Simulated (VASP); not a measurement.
# Ag (Im-3m) in VASP: notebook

The runs below take Ag through relaxation of cell and atoms, with PBEsol-based global hybrid with 25 % exact exchange, HF.

All numbers are computed with VASP 6.6.1; they aren't measurements. Logs are shortened: lines on timing, memory, paths and dates and some standing lists are left out, and cuts for length are marked.

## 1. The cell of the first run

It takes space group Im-3m (No. 229, cubic). Conventional cell: a = 3.311 Å, b = 3.311 Å, c = 3.311 Å, α = 90.00°, β = 90.00°, γ = 90.00°. Ag (site symmetry m-3m) has 14 Ag at 2.87 to 3.31 Å within 3.8 Å.

This isn't the form of Ag at room conditions, which is fcc.

## 2. Relaxation of cell and atoms, PBEsol-based global hybrid with 25 % exact exchange

POSCAR

```
Ag
1.0
   -1.6556540000      1.6556540000      1.6556540000
    1.6556540000     -1.6556540000      1.6556540000
    1.6556540000      1.6556540000     -1.6556540000
Ag
1
Direct
    0.0000000000      0.0000000000      0.0000000000
```

INCAR.step1

```
SYSTEM = Ag
ALGO = Normal ; EDIFF = 1E-5
ENCUT = 600 ; GGA = PE
ISMEAR = -1 ; LASPH = .TRUE.
LCHARG = .FALSE. ; LREAL = .FALSE.
LWAVE = .TRUE. ; NBANDS = 12
NELM = 80 ; PREC = Accurate
SIGMA = 0.05
```

INCAR.step2

```
SYSTEM = Ag
AEXX = 0.25 ; ALGO = Normal
EDIFF = 1E-7 ; EDIFFG = -0.01
ENCUT = 600 ; GGA = PS
IBRION = 2 ; ISIF = 3
ISMEAR = -1 ; ISTART = 1
LASPH = .TRUE. ; LCHARG = .FALSE.
LHFCALC = .TRUE. ; LREAL = .FALSE.
LWAVE = .FALSE. ; NELM = 80
NSW = 60 ; PREC = Accurate
PRECFOCK = Normal ; SIGMA = 0.05
```

KPOINTS

```
k-points
0
G
  6 6 6
  0 0 0
```

Potentials or basis: VASP PAW PBE potentials, release 64 (Ag).

Launch:

```
cat potpaw_PBE.64/Ag/POTCAR > POTCAR
cp INCAR.step1 INCAR
mpirun -np 1 vasp_std > vasp.out
cp INCAR.step2 INCAR
mpirun -np 1 vasp_std > vasp.out
```

OUTCAR:

```text
SYSTEM = Ag
   AEXX = 0.25
   EDIFF = 1E-7
   EDIFFG = -0.01
   ENCUT = 600
   GGA = PS
   IBRION = 2
   ISIF = 3
   ISMEAR = -1
   ISTART = 1
   LASPH = .TRUE.
   LHFCALC = .TRUE.
   LREAL = .FALSE.
   NELM = 80
   NSW = 60
   PREC = Accurate
   PRECFOCK = Normal

 ion  position               nearest neighbor table
   1  0.000  0.000  0.000-

  LATTYP: Found a body centered cubic cell.
 ALAT       =     3.3113080000

  Lattice vectors:

 A1 = (  -1.6556540000,   1.6556540000,   1.6556540000)
 A2 = (   1.6556540000,  -1.6556540000,   1.6556540000)
 A3 = (   1.6556540000,   1.6556540000,  -1.6556540000)

Analysis of symmetry for initial positions (statically):
=====================================================================
 Subroutine PRICEL returns:
 Original cell was already a primitive cell.

 Routine SETGRP: Setting up the symmetry group for a
 body centered cubic supercell.

 Subroutine GETGRP returns: Found 48 space group operations
 (whereof 48 operations were pure point group operations)
 out of a pool of 48 trial point group operations.

The static configuration has the point symmetry O_h .

Analysis of symmetry for dynamics (positions and initial velocities):
=====================================================================
 Subroutine PRICEL returns:
 Original cell was already a primitive cell.

 Routine SETGRP: Setting up the symmetry group for a
 body centered cubic supercell.

 Subroutine GETGRP returns: Found 48 space group operations
 (whereof 48 operations were pure point group operations)
 out of a pool of 48 trial point group operations.

The dynamic configuration has the point symmetry O_h .

 Subroutine INISYM returns: Found 48 space group operations
 (whereof 48 operations are pure point group operations),
 and found     1 'primitive' translations

----------------------------------------------------------------------------------------

                                     Primitive cell

  volume of cell :      18.1538

  direct lattice vectors                    reciprocal lattice vectors
    -1.655654000  1.655654000  1.655654000     0.000000000  0.301995465  0.301995465
     1.655654000 -1.655654000  1.655654000     0.301995465  0.000000000  0.301995465
     1.655654000  1.655654000 -1.655654000     0.301995465  0.301995465  0.000000000

  length of vectors
     2.867676848  2.867676848  2.867676848     0.427086083  0.427086083  0.427086083

  position of ions in fractional coordinates (direct lattice)
     0.000000000  0.000000000  0.000000000

  ion indices of the primitive-cell ions
   primitive index   ion index
                 1           1

----------------------------------------------------------------------------------------

 KPOINTS: k-points

Automatic generation of k-mesh.
 Grid dimensions read from file:
 generate k-points for:    6    6    6

 Generating k-lattice:

  Cartesian coordinates                     Fractional coordinates (reciprocal lattice)
     0.000000000  0.050332578  0.050332578     0.166666667  0.000000000  0.000000000
     0.050332578  0.000000000  0.050332578     0.000000000  0.166666667  0.000000000
     0.050332578  0.050332578  0.000000000     0.000000000  0.000000000  0.166666667

  Length of vectors
     0.071181014  0.071181014  0.071181014

  Shift w.r.t. Gamma in fractional coordinates (k-lattice)
     0.000000000  0.000000000  0.000000000

 Subroutine IBZKPT returns following result:
 ===========================================

 Found     16 irreducible k-points:

 Following reciprocal coordinates:
            Coordinates               Weight
  0.000000  0.000000  0.000000      1.000000
  0.166667  0.000000  0.000000     12.000000
  0.333333  0.000000  0.000000     12.000000
  0.500000  0.000000  0.000000      6.000000
  0.166667  0.166667  0.000000     24.000000
  0.333333  0.166667  0.000000     48.000000
[... 8 lines left out ...]
  0.500000  0.500000  0.333333     12.000000
  0.500000  0.500000  0.500000      1.000000
   k-points           NKPTS =     16   k-points in BZ     NKDIM =    216   number of bands    NBANDS=      9
   number of dos      NEDOS =    301   number of ions     NIONS =      1
   total plane-waves  NPLWV =  13824
   dimension x,y,z NGX =    24 NGY =   24 NGZ =   24
   dimension x,y,z NGXF=    48 NGYF=   48 NGZF=   48
   ions per type =               1
   NGX,Y,Z   is equivalent  to a cutoff of  13.91, 13.91, 13.91 a.u.
   NGXF,Y,Z  is equivalent  to a cutoff of  27.83, 27.83, 27.83 a.u.
 SYSTEM =  Ag
   PREC   = accura    normal or accurate (medium, high low for compatibility)
   ISTART =      1    job   : 0-new  1-cont  2-samecut
   ICHARG =      0    charge: 1-file 2-atom 10-const
   ISPIN  =      1    spin polarized calculation?
   LNONCOLLINEAR =      F non collinear calculations
   LSORBIT =      F    spin-orbit coupling
   LASPH  =      T    aspherical Exc in radial PAW
   ENCUT  =  600.0 eV  44.10 Ry    6.64 a.u.   5.73  5.73  5.73*2*pi/ulx,y,z
   NELM   =     80;   NELMIN=  2; NELMDL=  0     # of ELM steps
   EDIFF  = 0.1E-06   stopping-criterion for ELM
   LREAL  =      F    real-space projection
   EDIFFG = -.1E-01   stopping-criterion for IOM
   NSW    =     60    number of steps for IOM
   IBRION =      2    ionic relax: 0-MD 1-quasi-New 2-CG
   NFREE  =      1    steps in history (QN), initial steepest desc. (CG)
   ISIF   =      3    stress and relaxation
   ISYM   =      3    0-nonsym 1-usesym 2-fastsym
   POTIM  = 0.5000    time-step for ionic-motion
   TEBEG  =    0.0;   TEEND  =   0.0 temperature during run
   PSTRESS=    0.0 pullay stress
   NELECT =      11.0000    total number of electrons
   NUPDOWN=      -1.0000    fix difference up-down
   EMIN   =  10.00;   EMAX   =-10.00  energy-range for DOS
   EFERMI =   0.00;   METHOD = LEGACY
   ISMEAR =    -1;   SIGMA  =   0.05  broadening in eV -4-tet -1-fermi 0-gaus
   EFERMI_NEDOS =   21; number of points for ismear=-14 and -15
   IALGO  =     38    algorithm
   IMIX   =      1    mixing-type and parameters
     AMIX     =   0.40;   BMIX     =  1.00
     AMIX_MAG =   1.60;   BMIX_MAG =  1.00
  volume/ion in A,a.u.               =      18.15       122.51
  Fermi-wavevector in a.u.,A,eV,Ry     =   1.385318  2.617871 26.111022  1.919106
  Thomas-Fermi vector in A             =   2.509739
   LORBIT       =      0    0 simple, 1 ext, 2 COOP (PROOUT), +10 PAW based schemes
   GGA     = PS    functional components
   LHFCALC =     T    Hartree Fock is set to
   PRECFOCK=normal    Normal, Fast or Accurate (Low or Medium for compatibility)
   ENCUT4O =  -1.0   cutoff for four orbital integrals eV
   NKREDX  =     1    reduce k-point grid by
   NKREDY  =     1    reduce k-point grid by
   NKREDZ  =     1    reduce k-point grid by
   AEXX    =    0.2500 exact exchange contribution
   HFSCREEN=    0.0000 screening length (either q_TF or 0.3 A-1)
   HFSCREENC=   0.0000 screening length for correlation (either q_TF or 0.3 A-1)
   ENCUTFOCK=  -1.0 apply spherical cutoff to Coloumb kernel
   IVDW    =     0    specifies the selected vdW correction
   LEPSILON=     F    determine dielectric tensor
   LRPA    =     F    only Hartree local field effects (RPA)
 conjugate gradient relaxation of ions
 non-spin polarized calculation
  energy-cutoff  :      600.00
  volume of cell :       18.15
 maximum number of plane-waves:       620
  NGX = 18; NGY = 18; NGZ = 18

--------------------------------------- Ionic step        1  -------------------------------------------

 number of electron      11.0000001 magnetization

 Free energy of the ion-electron system (eV)
  ---------------------------------------------------
  ext. energy  EPLUGINS =         0.00000000
  ---------------------------------------------------
  free energy    TOTEN  =        -3.30378984 eV

  energy without entropy =       -3.28998150  energy(sigma->0) =       -3.29688567

------------------------ aborting loop because EDIFF is reached ----------------------------------------

  FORCE on cell =-STRESS in cart. coord.  units (eV):
  Direction    XX          YY          ZZ          XY          YZ          ZX
  --------------------------------------------------------------------------------------
  -------------------------------------------------------------------------------------
  Total       -0.6762370     -0.6762370     -0.6762370     -0.0000000      0.0000000     -0.0000000
  in kB      -59.6816454    -59.6816454    -59.6816454     -0.0000000      0.0000000     -0.0000000
  external PRESSURE =     -59.6816454 kB  Pullay stress =       0.0000000 kB

 VOLUME and BASIS-vectors are now :
 -----------------------------------------------------------------------------
  energy-cutoff  :      600.00
  volume of cell :       18.15
      direct lattice vectors                 reciprocal lattice vectors
    -1.655654000  1.655654000  1.655654000     0.000000000  0.301995465  0.301995465
     1.655654000 -1.655654000  1.655654000     0.301995465  0.000000000  0.301995465
     1.655654000  1.655654000 -1.655654000     0.301995465  0.301995465  0.000000000
[... 36 lines left out ...]
 POSITION                                       TOTAL-FORCE (eV/Angst)
 -----------------------------------------------------------------------------------
      0.00000      0.00000      3.20328         0.000000      0.000000     -0.000000
 -----------------------------------------------------------------------------------
    total drift:                               -0.000000     -0.000000      0.000000

  FREE ENERGIE OF THE ION-ELECTRON SYSTEM (eV)
  ---------------------------------------------------
  free  energy   TOTEN  =        -3.3211439706 eV

  energy  without entropy=       -3.3073420261  energy(sigma->0) =       -3.31424300

--------------------------------------- Ionic step        3  -------------------------------------------

 number of electron      10.9999998 magnetization

 Free energy of the ion-electron system (eV)
  ---------------------------------------------------
  ext. energy  EPLUGINS =         0.00000000
  ---------------------------------------------------
  free energy    TOTEN  =        -3.32739465 eV

  energy without entropy =       -3.31359258  energy(sigma->0) =       -3.32049361

 E-fermi :   8.3971     XC(G=0):  -9.7302

 val. band max:        7.7746235967   @ k =   0.5000   0.0000   0.0000
 cond. band min:       8.4365504275   @ k =   0.3333   0.1667   0.0000
 fundamental gap:      0.6619268308
 Fermi energy:         8.3971276749

 k-point     1 :       0.0000    0.0000    0.0000
  band No.  band energies     occupation
      1      -1.0165      2.00000
      2       1.4926      2.00000
      3       1.4926      2.00000
      4       1.4926      2.00000
      5       2.8978      2.00000
      6       2.8978      2.00000
      7      27.5611      0.00000
      8      27.5611      0.00000
      9      27.5611      0.00000

 k-point     2 :       0.1667    0.0000    0.0000
  band No.  band energies     occupation
      1      -0.0912      2.00000
      2       1.2702      2.00000
      3       1.6166      2.00000
      4       2.0538      2.00000
      5       2.7232      2.00000
      6       2.9258      2.00000
      7      24.8656      0.00000
      8      26.7224      0.00000
      9      28.2044      0.00000
[... 188 lines left out ...]
 POSITION                                       TOTAL-FORCE (eV/Angst)
 -----------------------------------------------------------------------------------
      0.00000      0.00000     -0.00000         0.000000      0.000000      0.000000
 -----------------------------------------------------------------------------------
    total drift:                               -0.000000      0.000000      0.000000

  FREE ENERGIE OF THE ION-ELECTRON SYSTEM (eV)
  ---------------------------------------------------
  free  energy   TOTEN  =        -3.3273946532 eV

  energy  without entropy=       -3.3135925762  energy(sigma->0) =       -3.32049361

 reached required accuracy - stopping structural energy minimisation
```

Wall time 24 min (1 thread of Intel Xeon Platinum 8559C (Emerald Rapids), shared host); peak memory 0.16 GiB.

Results:

- Free energy: -3.3274 eV
- Relaxed volume: 16.98 Å³/atom
- Relaxed cell: a = 2.804 Å, b = 2.804 Å, c = 2.804 Å, α = 109.47°, β = 109.47°, γ = 109.47°
- Space group after relaxing (to 0.1 Å): Im-3m (No. 229)
- Energy gained by relaxing: 23.6 meV/atom
- Ionic steps: 3
- Pressure after relaxing: 0.0 GPa
- Band gap on the k mesh: zero (an odd number of electrons rules out a gap without spin polarisation)

Step by step:
| step | energy change (eV) | largest force (eV/Å) | pressure (GPa) | volume (Å³) |
| --- | --- | --- | --- | --- |
| 1 | 0.0000 | 0.0000 | -5.97 | 18.15 |
| 2 | -0.0174 | 0.0000 | 3.84 | 16.43 |
| 3 | -0.0236 | 0.0000 | -0.01 | 16.98 |

Final structure:
```xyz
1
Lattice="-1.6191 1.6191 1.6191 1.6191 -1.6191 1.6191 1.6191 1.6191 -1.6191" Properties=species:S:1:pos:R:3 pbc="T T T"
Ag    0.0000    0.0000    0.0000
```

Caveat: the k points lie up to 0.46 Å⁻¹ apart in the final cell, too coarse for converged energies and pressures of a metal; the PAW data sets were made with another functional, which shifts forces and pressure a little.

## 3. Relaxation of cell and atoms, HF

POSCAR is that of step 2.

INCAR.step1

```
PREC = Accurate ; ENCUT = 600
EDIFF = 1E-5 ; ISMEAR = -1
SIGMA = 0.05 ; LREAL = False
LASPH = True ; NELM = 80
ALGO = Normal ; LWAVE = True
LCHARG = False ; GGA = PE
NBANDS = 12
```

INCAR.step2

```
PREC = Accurate ; ENCUT = 600
EDIFF = 1E-7 ; ISMEAR = -1
SIGMA = 0.05 ; LREAL = False
LASPH = True ; NELM = 80
ALGO = Normal ; ISIF = 3
LWAVE = False ; LCHARG = False
GGA = PE ; LHFCALC = True
AEXX = 1.0 ; ALDAC = 0.0
AGGAC = 0.0 ; PRECFOCK = Normal
IBRION = 2 ; NSW = 60
EDIFFG = -0.01 ; ISTART = 1
```

KPOINTS

```
regular mesh
0
Gamma
  6 6 6
```

Potentials or basis: VASP PAW PBE potentials, release 64 (Ag).

Launch:

```
cat potpaw_PBE.64/Ag/POTCAR > POTCAR
cp INCAR.step1 INCAR
mpirun -np 1 vasp_std > vasp.out
cp INCAR.step2 INCAR
mpirun -np 1 vasp_std > vasp.out
```

Run time: 16 min. Hardware: 1 thread of Intel Xeon 6975P-C (Granite Rapids), shared host; peak memory 0.16 GiB.

Results (log left out):

| Property | Result |
| --- | --- |
| Free energy | -2.9945 eV |
| Relaxed volume | 22.10 Å³/atom |
| Relaxed cell | a = 3.062 Å, b = 3.062 Å, c = 3.062 Å, α = 109.47°, β = 109.47°, γ = 109.47° |
| Space group after relaxing (to 0.1 Å) | Im-3m (No. 229) |
| Energy gained by relaxing | 124.2 meV/atom |
| Ionic steps | 3 |
| Pressure after relaxing | 0.0 GPa |
| Band gap on the k mesh | zero (an odd number of electrons rules out a gap without spin polarisation) |

Step by step:
```
step  energy change (eV)  largest force (eV/Å)  pressure (GPa)  volume (Å³)
   1              0.0000                0.0000           12.59        18.15
   2             -0.1242                0.0000           -0.08        22.17
   3             -0.1242                0.0000            0.00        22.10
```

Final structure:
```
Ag
1.0
    -1.76797    1.76797    1.76797
     1.76797   -1.76797    1.76797
     1.76797    1.76797   -1.76797
Ag
1
Direct
  0.00000 0.00000 0.00000
```

Levels at points of the mesh, in eV from the Fermi level:
```csv
k point,band 1,band 2,band 3,band 4,band 5,band 6,band 7,band 8,band 9
"(0.00, 0.00, 0.00)",-12.09,-12.09,-12.09,-11.39,-11.10,-11.10,21.15,21.15,21.15
"(0.50, 0.00, 0.00)",-12.87,-12.66,-11.08,-10.95,-10.13,-0.77,5.50,16.37,17.14
"(0.50, 0.50, 0.50)",-13.10,-13.10,-10.33,-10.33,-10.33,9.83,9.83,9.83,15.06
```

Caveat: the k points lie up to 0.42 Å⁻¹ apart in the final cell, too coarse for converged energies and pressures of a metal; the volume moved by over 15 % at a fixed basis, so the end points are rough; the PAW data sets were made with another functional, which shifts forces and pressure a little.
